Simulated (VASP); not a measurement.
# Ta8HN8 (a cell with a defect) in VASP: single point with PBE

Aim: the single point of Ta8HN8 (a cell with a defect) with PBE.

Everything below comes from runs of VASP 6.6.1. Logs are shortened: lines on timing, memory, paths and dates and some standing lists are left out, and cuts for length are marked.

**1. The cell of the first run**

The cell holds a defect, 17 atoms: a = 6.247 Å, b = 6.247 Å, c = 6.247 Å, α = 60.00°, β = 60.00°, γ = 60.00°.

**2. Single point, PBE (with an interstitial atom, then relaxed in part)**

INCAR reads:

```
PREC = Accurate
ENCUT = 520
EDIFF = 1E-6
ISMEAR = 0
SIGMA = 0.1
LREAL = Auto
LASPH = True
NELM = 80
ALGO = Normal
ISIF = 2
LWAVE = False
LCHARG = False
GGA = PE
NBANDS = 78
```

KPOINTS reads:

```
Automatic mesh
0
Gamma
  5 5 5
```

POSCAR reads:

```
Ta8HN8
1.0
    0.0000000000      4.4172695543     -4.4172695543
    4.4172695543      4.4172695543      0.0000000000
    4.4172695543      0.0000000000     -4.4172695543
Ta N H
8 8 1
Direct
    0.2589778645      0.7579447202      0.2588143793
    0.2589532845      0.2237438541      0.2588000801
    0.7247131349      0.7579581962      0.2588182424
    0.7561644823      0.2551539121      0.2329818292
    0.2589844536      0.7579506642      0.7245574408
    0.2331326827      0.2551619333      0.7560024064
    0.7561297182      0.7322011983      0.7559798199
    0.7561563476      0.2551462262      0.7559968612
   -0.0248901146      0.0078491458      0.5086664689
    0.0122083981      0.5112437399      0.4647839515
    0.5088198223      0.0078761445      0.5086652108
    0.5088452343      0.4740723056      0.5086860391
    0.0122232868     -0.0360592874      1.0120640853
    0.0122067514      0.5112531485      1.0120516746
    0.5088162656      0.0078613329      0.9749466142
    0.4649407670      0.5112345764      1.0120598087
    0.8753863799      0.3744322838      0.8752323033
```

Potentials or basis: VASP PAW PBE potentials, release 64 (Ta_pv, N, H).

Command:

```console
$ cat potpaw_PBE.64/Ta_pv/POTCAR potpaw_PBE.64/N/POTCAR potpaw_PBE.64/H/POTCAR > POTCAR
$ mpirun -np 1 vasp_std > vasp.out
```

OUTCAR:

```text
PREC = Accurate
   ENCUT = 520
   EDIFF = 1E-6
   ISMEAR = 0
   LREAL = Auto
   LASPH = True
   NELM = 80
   ISIF = 2
   GGA = PE

 ion  position               nearest neighbor table
   1  0.259  0.758  0.259-  16 2.19  10 2.19  13 2.19  12 2.22  15 2.22   9 2.22   3 2.91   5 2.91
                             2 2.91   6 3.13   4 3.13   7 3.13   7 3.13   4 3.13   6 3.13   2 3.34
   2  0.259  0.224  0.259-  16 2.19  10 2.19  14 2.19  11 2.22  15 2.22   9 2.22   3 2.91   5 2.91
                             1 2.91   4 3.13   8 3.13   6 3.13   6 3.13   8 3.13   4 3.13   1 3.34
   3  0.725  0.758  0.259-  10 2.19  14 2.19  13 2.19  12 2.22  11 2.22  15 2.22   5 2.91   1 2.91
                             2 2.91   7 3.13   8 3.13   4 3.13   4 3.13   8 3.13   7 3.13   2 3.34
   4  0.756  0.255  0.233-  17 1.82  11 2.19  12 2.19   9 2.19  13 2.27  14 2.27  16 2.27   6 2.98
                             8 2.98   7 2.98   1 3.13   2 3.13   3 3.13   3 3.13   2 3.13   1 3.13
   5  0.259  0.758  0.725-  16 2.19  14 2.19  13 2.19  12 2.22  11 2.22   9 2.22   3 2.91   1 2.91
                             2 2.91   7 3.13   8 3.13   6 3.13   6 3.13   8 3.13   7 3.13   2 3.34
   6  0.233  0.255  0.756-  17 1.82  11 2.19  12 2.19  15 2.19  13 2.27  14 2.27  10 2.27   4 2.98
                             8 2.98   7 2.98   1 3.13   5 3.13   2 3.13   2 3.13   5 3.13   1 3.13
   7  0.756  0.732  0.756-  17 1.82  11 2.19   9 2.19  15 2.19  14 2.27  10 2.27  16 2.27   6 2.98
                             4 2.98   8 2.98   5 3.13   3 3.13   1 3.13   1 3.13   3 3.13   5 3.13
   8  0.756  0.255  0.756-  17 1.82  12 2.19  15 2.19   9 2.19  13 2.27  10 2.27  16 2.27   6 2.98
                             4 2.98   7 2.98   5 3.13   2 3.13   3 3.13   2 3.13   3 3.13   5 3.13
   9  0.975  0.008  0.509-   7 2.19   8 2.19   4 2.19   2 2.22   1 2.22   5 2.22
  10  0.012  0.511  0.465-   3 2.19   1 2.19   2 2.19   6 2.27   8 2.27   7 2.27
  11  0.509  0.008  0.509-   4 2.19   6 2.19   7 2.19   2 2.22   5 2.22   3 2.22
  12  0.509  0.474  0.509-   8 2.19   4 2.19   6 2.19   1 2.22   5 2.22   3 2.22
  13  0.012  0.964  0.012-   3 2.19   5 2.19   1 2.19   4 2.27   6 2.27   8 2.27
  14  0.012  0.511  0.012-   3 2.19   5 2.19   2 2.19   6 2.27   4 2.27   7 2.27
  15  0.509  0.008  0.975-   8 2.19   7 2.19   6 2.19   2 2.22   1 2.22   3 2.22
  16  0.465  0.511  0.012-   5 2.19   1 2.19   2 2.19   4 2.27   8 2.27   7 2.27
  17  0.875  0.374  0.875-   6 1.82   4 1.82   8 1.82   7 1.82

  LATTYP: Found a face centered cubic cell.
 ALAT       =     8.8345391086

  Lattice vectors:

 A1 = (   0.0000000000,   4.4172695543,  -4.4172695543)
 A2 = (   4.4172695543,   4.4172695543,   0.0000000000)
 A3 = (   4.4172695543,   0.0000000000,  -4.4172695543)

Analysis of symmetry for initial positions (statically):
=====================================================================
 Subroutine PRICEL returns:
 Original cell was already a primitive cell.

 Routine SETGRP: Setting up the symmetry group for a
 face centered cubic supercell.

 Subroutine GETGRP returns: Found  1 space group operations
[... 163 lines left out ...]
   EFERMI_NEDOS =   21; number of points for ismear=-14 and -15
   IALGO  =     38    algorithm
   IMIX   =      4    mixing-type and parameters
     AMIX     =   0.40;   BMIX     =  1.00
     AMIX_MAG =   1.60;   BMIX_MAG =  1.00
  volume/ion in A,a.u.               =      10.14        68.43
  Fermi-wavevector in a.u.,A,eV,Ry     =   1.486304  2.808706 30.056604  2.209098
  Thomas-Fermi vector in A             =   2.599607
   LORBIT       =      0    0 simple, 1 ext, 2 COOP (PROOUT), +10 PAW based schemes
   GGA     = PE    functional components
   LHFCALC =     F    Hartree Fock is set to
   AEXX    =    0.0000 exact exchange contribution
   IVDW    =     0    specifies the selected vdW correction
   LEPSILON=     F    determine dielectric tensor
   LRPA    =     F    only Hartree local field effects (RPA)
 non-spin polarized calculation
 Gauss-broadening in eV      SIGMA  =   0.10
  energy-cutoff  :      520.00
  volume of cell :      172.38
 maximum number of plane-waves:      4675
   NGX = 23   NGY = 23   NGZ = 23

 number of electron     128.9999997 magnetization

 Free energy of the ion-electron system (eV)
  ---------------------------------------------------
  ext. energy  EPLUGINS =         0.00000000
  ---------------------------------------------------
  free energy    TOTEN  =      -177.07240327 eV

  energy without entropy =     -177.05370789  energy(sigma->0) =     -177.06305558

 E-fermi :   9.2637     XC(G=0): -13.4078

 val. band max:        9.1614349919   @ k =  -0.2000  -0.4000  -0.2000
 cond. band min:       9.3068311266   @ k =   0.4000   0.0000  -0.4000
 fundamental gap:      0.1453961347
 Fermi energy:         9.2636553909

 k-point     1 :       0.0000    0.0000    0.0000
  band No.  band energies     occupation
      1     -27.3828      2.00000
      2     -27.1930      2.00000
      3     -27.1930      2.00000
      4     -27.1928      2.00000
      5     -27.0970      2.00000
      6     -27.0589      2.00000
[... 1885 lines left out ...]
     75      11.4744      0.00000
     76      11.5767      0.00000

 [... further k-points ...]

 [bands above 76 left out]

------------------------ aborting loop because EDIFF is reached ----------------------------------------

  FORCE on cell =-STRESS in cart. coord.  units (eV):
  Direction    XX          YY          ZZ          XY          YZ          ZX
  --------------------------------------------------------------------------------------
  -------------------------------------------------------------------------------------
  Total        6.6316504      6.6330834      6.6279551      0.0008143      0.0002881     -0.0002961
  in kB       61.6368596     61.6501783     61.6025139      0.0075687      0.0026781     -0.0027519
  external PRESSURE =      61.6298506 kB  Pullay stress =       0.0000000 kB

 VOLUME and BASIS-vectors are now :
 -----------------------------------------------------------------------------
  energy-cutoff  :      520.00
  volume of cell :      172.38
      direct lattice vectors                 reciprocal lattice vectors
     0.000000000  4.417269554 -4.417269554    -0.113192096  0.113192096 -0.113192096
     4.417269554  4.417269554  0.000000000     0.113192096  0.113192096  0.113192096
     4.417269554  0.000000000 -4.417269554     0.113192096 -0.113192096 -0.113192096

 POSITION                                       TOTAL-FORCE (eV/Angst)
 -----------------------------------------------------------------------------------
      4.49130      4.49202     -2.28723         0.015533      0.015652     -0.015134
      2.13153      2.13220     -2.28706        -0.015662     -0.015948     -0.015148
      4.49138      6.54936     -4.34452         0.015499     -0.014885      0.015285
      2.15623      4.46727     -4.36933         0.002492     -0.002711     -0.002699
      6.54864      4.49208     -4.34457        -0.014577      0.015310      0.015306
      4.46659      2.15693     -4.36928        -0.002628      0.002542     -0.002783
[... 9 lines left out ...]
      2.31153      4.31203     -2.10704         0.001654     -0.001793      0.001661
      5.52011      5.52079     -7.73295        -0.000172     -0.000155     -0.000321
 -----------------------------------------------------------------------------------
    total drift:                               -0.000569      0.000459     -0.002045

  FREE ENERGIE OF THE ION-ELECTRON SYSTEM (eV)
  ---------------------------------------------------
  free  energy   TOTEN  =      -177.0724032687 eV

  energy  without entropy=     -177.0537078875  energy(sigma->0) =     -177.06305558
```

stdout:

```text
POSCAR found type information on POSCAR TaN H
 POSCAR found :  3 types and      17 ions
 scaLAPACK will be used
 LDA part: xc-table for (Slater+PW92), standard interpolation
 POSCAR, INCAR and KPOINTS ok, starting setup
 FFT: planning ... GRIDC
 FFT: planning ... GRID_SOFT
 FFT: planning ... GRID
 WAVECAR not read
 entering main loop
```

It took 28 min on 1 thread of Intel Xeon 6975P-C (Granite Rapids), shared host; peak memory 0.67 GiB.

Results:

```yaml
Free_energy: -177.0724 eV
Pressure: 6.2 GPa
Largest_force: 0.027 eV/Å
Band_gap_on_the_k_mesh: zero (an odd number of electrons rules out a gap without spin polarisation)
```

Forces on the atoms (eV/Å):
```
Ta   0.016  0.016 -0.015
Ta  -0.016 -0.016 -0.015
Ta   0.015 -0.015  0.015
Ta   0.002 -0.003 -0.003
Ta  -0.015  0.015  0.015
Ta  -0.003  0.003 -0.003
Ta   0.003  0.003  0.003
Ta  -0.003 -0.003  0.003
N    0.000 -0.001  0.001
N   -0.002  0.002  0.002
N    0.000  0.000  0.000
N    0.000  0.000  0.000
N   -0.002 -0.002 -0.002
N    0.002  0.002 -0.002
N   -0.001  0.000  0.000
N    0.002 -0.002  0.002
H    0.000  0.000  0.000
```

Caveat: the cell differs from its parent crystal (with an interstitial atom, then relaxed in part); spin-orbit coupling is left out, which moves the levels of the heavy elements.
